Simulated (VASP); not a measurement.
# Si33C32 (a cell with a defect): single point with PBEsol

The system is Si33C32 (a cell with a defect).

```xyz
65
Lattice="8.7137 0.0000 0.0000 0.0000 8.7137 0.0000 0.0000 0.0000 8.7137" Properties=species:S:1:pos:R:3 pbc="T T T"
Si    0.0051    0.0058    0.0035
Si    0.0036    0.0037    4.3423
Si    0.0056    4.3581    0.0203
Si    0.0101    4.3645    4.3261
Si    4.3573    0.0065    0.0201
Si    4.3643    0.0106    4.3261
Si    4.3571    4.3610    0.1919
Si    4.3975    4.3974    4.1447
Si    2.1618    2.1614    0.0128
Si    2.1593    2.1590    4.3396
Si    2.1382    6.5428    0.0133
Si    2.1657    6.5415    4.3449
Si    6.5430    2.1383    0.0125
Si    6.5426    2.1648    4.3444
Si    6.5377    6.5374    0.0028
Si    6.5473    6.5463    4.3181
Si    2.1652    0.0032    2.1744
Si    2.1465    0.0114    6.5351
Si    2.1458    4.3628    2.1792
Si    1.9670    4.3886    6.5602
Si    6.5389    0.0072    2.1749
Si    6.5531    0.0084    6.5283
Si    6.5541    4.3618    2.1730
Si    6.7219    4.3750    6.5145
Si    0.0029    2.1651    2.1743
Si    0.0109    2.1461    6.5349
Si    0.0068    6.5386    2.1750
Si    0.0078    6.5527    6.5288
Si    4.3624    2.1455    2.1793
Si    4.3872    1.9672    6.5587
Si    4.3613    6.5534    2.1733
Si    4.3732    6.7205    6.5165
Si    4.3660    4.3683    6.5238
C     1.0893    1.0895    1.0945
C     1.0990    1.0990    5.4464
C     1.0908    5.4454    1.0896
C     1.0651    5.4762    5.4194
C     5.4453    1.0914    1.0892
C     5.4765    1.0653    5.4191
C     5.4718    5.4716    1.1147
C     5.4336    5.4330    5.4578
C     3.2478    3.2475    1.1253
C     3.3059    3.3050    5.4859
C     3.2690    7.6184    1.0798
C     3.2490    7.6619    5.4271
C     7.6181    3.2689    1.0795
C     7.6623    3.2484    5.4268
C     7.6279    7.6282    1.0879
C     7.6198    7.6198    5.4456
C     3.2718    1.0980    3.2736
C     3.2446    1.0646    7.6520
C     3.2468    5.4741    3.2367
C     3.2930    5.4189    7.5994
C     7.6313    1.0920    3.2650
C     7.6274    1.0931    7.6206
C     7.6295    5.4460    3.2643
C     7.6557    5.4672    7.6439
C     1.0978    3.2719    3.2733
C     1.0641    3.2448    7.6520
C     1.0921    7.6310    3.2654
C     1.0928    7.6277    7.6207
C     5.4744    3.2467    3.2364
C     5.4174    3.2945    7.5973
C     5.4460    7.6293    3.2646
C     5.4669    7.6559    7.6434
```

- Program: VASP 6.6.1
- Task: single point
- Functional: PBEsol
- Potentials or basis: VASP PAW PBE potentials, release 64 (Si, C)
- Cutoff: 520 eV
- k mesh: 1 × 1 × 1, shifted
- Occupations: fermi-dirac, width 0.05 eV
- Spin: collinear spin
- Fixed moment: 1 μB
- Dipole correction: no
- Charge: 1
- Further INCAR settings: LREAL = Auto; ALGO = Normal; EDIFF = 1e-06; NBANDS = 172; ISYM = -1; NELECT = 259.0

The largest force is 0.185 eV/Å. The net moment is 1.00 μB per cell and the valence electrons inside the program's atomic spheres are Si 1.67, 1.66, 1.68, 1.64, 1.65, 1.71 (each value once); C 2.54, 2.55, 2.56, 2.51, 2.48, 2.53, 2.49 (each value once).

Forces in eV/Å, atoms in the order of the input:
```
Si  -0.054 -0.057 -0.029
Si  -0.045 -0.048 -0.010
Si  -0.072 -0.059 -0.039
Si  -0.060 -0.064 -0.014
Si  -0.050 -0.078 -0.037
Si  -0.060 -0.065 -0.013
Si  -0.043 -0.069 -0.090
Si  -0.113 -0.115 -0.021
Si   0.063  0.069 -0.047
Si   0.065  0.069 -0.033
Si   0.101  0.083 -0.061
Si   0.054  0.071 -0.037
Si   0.068  0.110 -0.060
Si   0.061  0.061 -0.036
Si   0.061  0.070 -0.045
Si   0.078  0.091 -0.038
Si   0.044 -0.053  0.024
Si   0.064 -0.077  0.026
Si   0.060 -0.058  0.030
Si   0.117 -0.090 -0.006
Si   0.055 -0.060  0.022
Si   0.068 -0.076  0.035
Si   0.065 -0.068  0.023
Si   0.096 -0.126  0.095
Si  -0.050  0.047  0.023
Si  -0.072  0.068  0.028
Si  -0.058  0.064  0.024
Si  -0.071  0.077  0.034
Si  -0.051  0.065  0.028
Si  -0.081  0.125  0.003
Si  -0.061  0.075  0.023
Si  -0.111  0.123  0.082
Si  -0.095 -0.120  0.093
C    0.000 -0.002 -0.001
C   -0.006 -0.007  0.008
C    0.005 -0.012 -0.004
C   -0.011 -0.010  0.009
C   -0.009  0.001 -0.003
C   -0.010 -0.013  0.008
C   -0.006 -0.001  0.012
C   -0.010 -0.003  0.022
C   -0.007 -0.001 -0.016
C   -0.009  0.002 -0.048
C    0.000 -0.008  0.008
C    0.004  0.002 -0.030
C   -0.006  0.001  0.007
C    0.002  0.009 -0.032
C   -0.001 -0.003  0.009
C   -0.001 -0.003 -0.004
C    0.000  0.006  0.003
C    0.001 -0.004  0.000
C   -0.007  0.029  0.010
C   -0.005  0.057  0.007
C   -0.008 -0.003  0.005
C   -0.009 -0.005 -0.001
C   -0.011 -0.001  0.007
C   -0.001  0.034 -0.003
C    0.008  0.000  0.004
C   -0.001  0.000  0.004
C   -0.001 -0.009  0.004
C   -0.004 -0.011  0.000
C    0.030 -0.009  0.012
C    0.063 -0.005  0.020
C    0.002 -0.012  0.005
C    0.036 -0.003  0.002
```

Wall time 15 min on 1 thread of Intel Xeon 8259CL (shared host), peak memory 1 GiB.

Caveat: the cell carries a net charge on a neutralising background, which shifts energy and pressure; the PAW data sets were made with another functional, which shifts forces and pressure a little; the total moment is fixed, so each spin has its own Fermi level and the state may be an excited one.
